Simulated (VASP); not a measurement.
# Zn (Fm-3m) in VASP: notebook

The runs below take Zn through single point, relaxation of cell and atoms, with PBEsol+D4.

Everything below comes from runs of VASP 6.6.1. Logs are shortened: lines on timing, memory, paths and dates and some standing lists are left out, and cuts for length are marked.

## (1) The cell of the first run

It takes space group Fm-3m (No. 225, cubic). Conventional cell: a = 3.801 Å, b = 3.801 Å, c = 3.801 Å, α = 90.00°, β = 90.00°, γ = 90.00°. Within 3.5 Å of Zn (site symmetry m-3m) lie 12 Zn at 2.69 Å.

## (2) Single point, PBEsol+D4

Contents of INCAR:

```
PREC     = Accurate       # precision mode
ENCUT    = 520            # plane-wave cutoff, eV
EDIFF    = 1E-6           # SCF threshold, eV
ISMEAR   = 0              # smearing method
SIGMA    = 0.1            # smearing width, eV
LREAL    = F              # projectors in reciprocal space
LASPH    = T              # aspherical terms in the spheres
NELM     = 100            # most SCF steps
ALGO     = Normal         # electronic algorithm
ISIF     = 2              # what is computed and relaxed
LWAVE    = F              # write WAVECAR
LCHARG   = F              # write CHGCAR
GGA      = PS             # functional
IVDW     = 13             # dispersion correction
NBANDS   = 32             # bands
```

Contents of KPOINTS:

```
Automatic mesh
0
Gamma
  6 6 6
```

Contents of POSCAR:

```
Zn
1.0
    3.8008296171      0.0000000000      0.0000000000
    0.0000000000      3.8008296171      0.0000000000
    0.0000000000      0.0000000000      3.8008296171
Zn
4
Direct
    0.0000000000      0.0000000000      0.0000000000
    0.0000000000      0.5000000000      0.5000000000
    0.5000000000      0.0000000000      0.5000000000
    0.5000000000      0.5000000000      0.0000000000
```

Potentials or basis: VASP PAW PBE potentials, release 64 (Zn).

The run is started by

```sh
$ cat potpaw_PBE.64/Zn/POTCAR > POTCAR
$ mpirun -np 1 vasp_std > vasp.out
```

OUTCAR:

```text
PREC = Accurate
   ENCUT = 520
   EDIFF = 1E-6
   ISMEAR = 0
   LREAL = F
   LASPH = T
   NELM = 100
   ISIF = 2
   GGA = PS
   IVDW = 13

 ion  position               nearest neighbor table
   1  0.000  0.000  0.000-   2 2.69   3 2.69   4 2.69   2 2.69   3 2.69   2 2.69   4 2.69   2 2.69
                             3 2.69   4 2.69   3 2.69   4 2.69
   2  0.000  0.500  0.500-   1 2.69   3 2.69   4 2.69   1 2.69   4 2.69   1 2.69   3 2.69   1 2.69
                             3 2.69   4 2.69   4 2.69   3 2.69
   3  0.500  0.000  0.500-   1 2.69   2 2.69   4 2.69   1 2.69   4 2.69   2 2.69   4 2.69   4 2.69
                             1 2.69   2 2.69   1 2.69   2 2.69
   4  0.500  0.500  0.000-   1 2.69   2 2.69   3 2.69   2 2.69   3 2.69   1 2.69   3 2.69   3 2.69
                             1 2.69   2 2.69   2 2.69   1 2.69

  LATTYP: Found a simple cubic cell.
 ALAT       =     3.8008296171

  Lattice vectors:

 A1 = (   3.8008296171,   0.0000000000,   0.0000000000)
 A2 = (   0.0000000000,   3.8008296171,   0.0000000000)
 A3 = (   0.0000000000,   0.0000000000,   3.8008296171)

Analysis of symmetry for initial positions (statically):
=====================================================================
 Subroutine PRICEL returns following result:

  LATTYP: Found a face centered cubic cell.
 ALAT       =     3.8008296171

  Lattice vectors:

 A1 = (   1.9004148085,  -1.9004148085,   0.0000000000)
 A2 = (   1.9004148085,   0.0000000000,   1.9004148085)
 A3 = (   0.0000000000,  -1.9004148085,   1.9004148085)

   4 primitive cells build up your supercell.

 Routine SETGRP: Setting up the symmetry group for a
 simple cubic supercell.

 Subroutine GETGRP returns: Found 48 space group operations
 (whereof 48 operations were pure point group operations)
 out of a pool of 48 trial point group operations.

The static configuration has the point symmetry O_h .

Analysis of symmetry for dynamics (positions and initial velocities):
=====================================================================
 Subroutine PRICEL returns following result:

  LATTYP: Found a face centered cubic cell.
 ALAT       =     3.8008296171

  Lattice vectors:

 A1 = (   1.9004148085,  -1.9004148085,   0.0000000000)
 A2 = (   1.9004148085,   0.0000000000,   1.9004148085)
 A3 = (   0.0000000000,  -1.9004148085,   1.9004148085)

[... 97 lines left out ...]
   LNONCOLLINEAR =      F non collinear calculations
   LSORBIT =      F    spin-orbit coupling
   LASPH  =      T    aspherical Exc in radial PAW
   ENCUT  =  520.0 eV  38.22 Ry    6.18 a.u.   7.07  7.07  7.07*2*pi/ulx,y,z
   NELM   =    100;   NELMIN=  2; NELMDL= -5     # of ELM steps
   EDIFF  = 0.1E-05   stopping-criterion for ELM
   LREAL  =      F    real-space projection
   EDIFFG = 0.1E-04   stopping-criterion for IOM
   NSW    =      0    number of steps for IOM
   IBRION =     -1    ionic relax: 0-MD 1-quasi-New 2-CG
   NFREE  =      0    steps in history (QN), initial steepest desc. (CG)
   ISIF   =      2    stress and relaxation
   ISYM   =      2    0-nonsym 1-usesym 2-fastsym
   POTIM  = 0.5000    time-step for ionic-motion
   TEBEG  =    0.0;   TEEND  =   0.0 temperature during run
   PSTRESS=    0.0 pullay stress
   NELECT =      48.0000    total number of electrons
   NUPDOWN=      -1.0000    fix difference up-down
   EMIN   =  10.00;   EMAX   =-10.00  energy-range for DOS
   EFERMI =   0.00;   METHOD = LEGACY
   ISMEAR =     0;   SIGMA  =   0.10  broadening in eV -4-tet -1-fermi 0-gaus
   EFERMI_NEDOS =   21; number of points for ismear=-14 and -15
   IALGO  =     38    algorithm
   IMIX   =      4    mixing-type and parameters
     AMIX     =   0.40;   BMIX     =  1.00
     AMIX_MAG =   1.60;   BMIX_MAG =  1.00
  volume/ion in A,a.u.               =      13.73        92.63
  Fermi-wavevector in a.u.,A,eV,Ry     =   1.565345  2.958074 33.338439  2.450306
  Thomas-Fermi vector in A             =   2.667835
   LORBIT       =      0    0 simple, 1 ext, 2 COOP (PROOUT), +10 PAW based schemes
   GGA     = PS    functional components
   LHFCALC =     F    Hartree Fock is set to
   AEXX    =    0.0000 exact exchange contribution
   IVDW    =    13    specifies the selected vdW correction
   LEPSILON=     F    determine dielectric tensor
   LRPA    =     F    only Hartree local field effects (RPA)
 non-spin polarized calculation
 Gauss-broadening in eV      SIGMA  =   0.10
  energy-cutoff  :      520.00
  volume of cell :       54.91
 maximum number of plane-waves:      1498
   NGX = 15   NGY = 15   NGZ = 15

 number of electron      48.0000009 magnetization

 Free energy of the ion-electron system (eV)
  ---------------------------------------------------
  ext. energy  EPLUGINS =         0.00000000
  ---------------------------------------------------
  free energy    TOTEN  =        -6.18289585 eV

  energy without entropy =       -6.17257143  energy(sigma->0) =       -6.17773364

 E-fermi :   3.5967     XC(G=0): -12.2635

 val. band max:        3.5526018205   @ k =   0.3333   0.3333   0.1667
 cond. band min:       3.7406811212   @ k =   0.5000   0.5000   0.3333
 fundamental gap:      0.1880793006
 Fermi energy:         3.5967477465

 k-point     1 :       0.0000    0.0000    0.0000
  band No.  band energies     occupation
      1      -7.5491      2.00000
      2      -5.0951      2.00000
      3      -5.0951      2.00000
      4      -5.0951      2.00000
      5      -4.9808      2.00000
      6      -4.9808      2.00000
[... 689 lines left out ...]
     31      20.0834      0.00000
     32      20.0834      0.00000

------------------------ aborting loop because EDIFF is reached ----------------------------------------

  DFT-D4 for vdW energy calculation

  Edisp (eV):   -0.81651

  FORCE on cell =-STRESS in cart. coord.  units (eV):
  Direction    XX          YY          ZZ          XY          YZ          ZX
  --------------------------------------------------------------------------------------
  -------------------------------------------------------------------------------------
  Total       0.16965     0.16965     0.16965    -0.00000     0.00000    -0.00000
  in kB       4.95015     4.95015     4.95015    -0.00000     0.00000    -0.00000
  external pressure =        4.95 kB  Pullay stress =        0.00 kB

 VOLUME and BASIS-vectors are now :
 -----------------------------------------------------------------------------
  energy-cutoff  :      520.00
  volume of cell :       54.91
      direct lattice vectors                 reciprocal lattice vectors
     3.800829617  0.000000000  0.000000000     0.263100455  0.000000000  0.000000000
     0.000000000  3.800829617  0.000000000     0.000000000  0.263100455  0.000000000
     0.000000000  0.000000000  3.800829617     0.000000000  0.000000000  0.263100455

 POSITION                                       TOTAL-FORCE (eV/Angst)
 -----------------------------------------------------------------------------------
      0.00000      0.00000      0.00000        -0.000000     -0.000000      0.000000
      0.00000      1.90041      1.90041        -0.000000     -0.000000     -0.000000
      1.90041      0.00000      1.90041         0.000000      0.000000      0.000000
      1.90041      1.90041      0.00000         0.000000     -0.000000     -0.000000
 -----------------------------------------------------------------------------------
    total drift:                                0.000000      0.000000      0.000000

  FREE ENERGIE OF THE ION-ELECTRON SYSTEM (eV)
  ---------------------------------------------------
  free  energy   TOTEN  =        -6.9994039561 eV

  energy  without entropy=       -6.9890795294  energy(sigma->0) =       -6.99424174
```

OSZICAR:

```text
N       E                     dE             d eps       ncg     rms          rms(c)
DAV:   1     0.290706363348E+03    0.29071E+03   -0.23392E+04  1336   0.247E+03
DAV:   2     0.122204821932E+02   -0.27849E+03   -0.26559E+03  1296   0.408E+02
DAV:   3    -0.666340724359E+01   -0.18884E+02   -0.18726E+02  1464   0.117E+02
DAV:   4    -0.688164343419E+01   -0.21824E+00   -0.21819E+00  1384   0.138E+01
DAV:   5    -0.688196939873E+01   -0.32596E-03   -0.32596E-03  1408   0.464E-01    0.729E+00
DAV:   6    -0.622951166860E+01    0.65246E+00   -0.29640E+00  1472   0.290E+01    0.516E+00
DAV:   7    -0.619821728064E+01    0.31294E-01   -0.11783E-01  1544   0.461E+00    0.265E+00
DAV:   8    -0.618298580245E+01    0.15231E-01   -0.40474E-03  1608   0.736E-01    0.867E-02
DAV:   9    -0.618288095003E+01    0.10485E-03   -0.53035E-04  1616   0.242E-01    0.459E-02
DAV:  10    -0.618289620771E+01   -0.15258E-04   -0.98512E-05  1296   0.672E-02    0.934E-03
DAV:  11    -0.618289585307E+01    0.35464E-06   -0.63940E-07   928   0.806E-03
   1 F= -.69994040E+01 E0= -.69942417E+01  d E =-.103244E-01
```

Run time: 13 s. Hardware: 1 thread of AMD EPYC 9R45 (Zen 5), shared host; peak memory 0.13 GiB.

What came out:

```
Free energy                : -6.9994 eV
Pressure                   : 0.5 GPa
Band gap on the k mesh     : zero (band 24 reaches 5.96 eV, above the bottom of band 25 at 2.44 eV)
Dispersion energy per atom : -0.204 eV
```

Caveat: the PAW data sets were made with another functional, which shifts forces and pressure a little; pairwise dispersion overbinds metals, which lowers pressure and volume.

## (3) Relaxation of cell and atoms, PBEsol+D4

This run uses another cell than the first one, of 15.29 Å³/atom, 1.114 times its volume.

Contents of INCAR:

```
SYSTEM = Zn
PREC = Accurate ; ENCUT = 600
EDIFF = 1E-7 ; ISMEAR = 0
SIGMA = 0.1 ; LREAL = .FALSE.
LASPH = .TRUE. ; NELM = 60
ALGO = Normal ; ISIF = 3
LWAVE = .FALSE. ; LCHARG = .FALSE.
GGA = PS ; IVDW = 13
IBRION = 2 ; NSW = 80
EDIFFG = -0.03
```

Contents of KPOINTS:

```
Automatic mesh
0
G
  6 6 6
  0 0 0
```

Contents of POSCAR:

```
Zn
1.0
    3.9400000000      0.0000000000      0.0000000000
    0.0000000000      3.9400000000      0.0000000000
    0.0000000000      0.0000000000      3.9400000000
Zn
4
Direct
    0.0000000000      0.0000000000      0.0000000000
    0.0000000000      0.5000000000      0.5000000000
    0.5000000000      0.0000000000      0.5000000000
    0.5000000000      0.5000000000      0.0000000000
```

Potentials or basis: VASP PAW PBE potentials, release 64 (Zn).

The run is started by

```sh
$ cat potpaw_PBE.64/Zn/POTCAR > POTCAR
$ mpirun -np 1 vasp_std > vasp.out
```

It took 34 s on 1 thread of AMD EPYC 9R45 (Zen 5), shared host; peak memory 0.16 GiB.

Results (log left out):

- Free energy: -7.0016 eV
- Relaxed volume: 13.82 Å³/atom
- Relaxed cell: a = 3.810 Å, b = 3.810 Å, c = 3.810 Å, α = 90.00°, β = 90.00°, γ = 90.00°
- Space group after relaxing (to 0.05 Å): Fm-3m (No. 225)
- Energy gained by relaxing: 37.3 meV/atom
- Ionic steps: 2
- Pressure after relaxing: -0.2 GPa
- Dispersion energy per atom: -0.203 eV

The path:
```tsv
step	energy change (eV)	largest force (eV/Å)	pressure (GPa)	volume (Å³)
1	0.0000	0.0000	-7.18	61.16
2	-0.1492	0.0000	-0.25	55.30
```

Final structure:
```yaml
crystal:
  lattice:
    - [3.80977, 0.00000, 0.00000]
    - [0.00000, 3.80977, 0.00000]
    - [0.00000, 0.00000, 3.80977]
  atoms:
    - { symbol: Zn, position: [0.00000, 0.00000, 0.00000] }
    - { symbol: Zn, position: [0.00000, 0.50000, 0.50000] }
    - { symbol: Zn, position: [0.50000, 0.00000, 0.50000] }
    - { symbol: Zn, position: [0.50000, 0.50000, 0.00000] }
```

Levels at points of the mesh, in eV from the Fermi level:
| k point | band 22 | band 23 | band 24 | band 25 | band 26 | band 27 |
| --- | --- | --- | --- | --- | --- | --- |
| (0.00, 0.00, 0.00) | -1.20 | -1.20 | -1.20 | 2.14 | 2.14 | 2.14 |
| (0.50, 0.00, 0.00) | -6.93 | 2.36 | 2.36 | 2.36 | 2.36 | 3.71 |
| (0.50, 0.50, 0.00) | -4.74 | -4.74 | -4.74 | 5.40 | 5.40 | 5.40 |
| (0.50, 0.50, 0.50) | -3.27 | -3.27 | -3.27 | -1.17 | -1.17 | -1.17 |

Caveat: the bands computed are all filled at some k points, so no gap is given; the PAW data sets were made with another functional, which shifts forces and pressure a little.
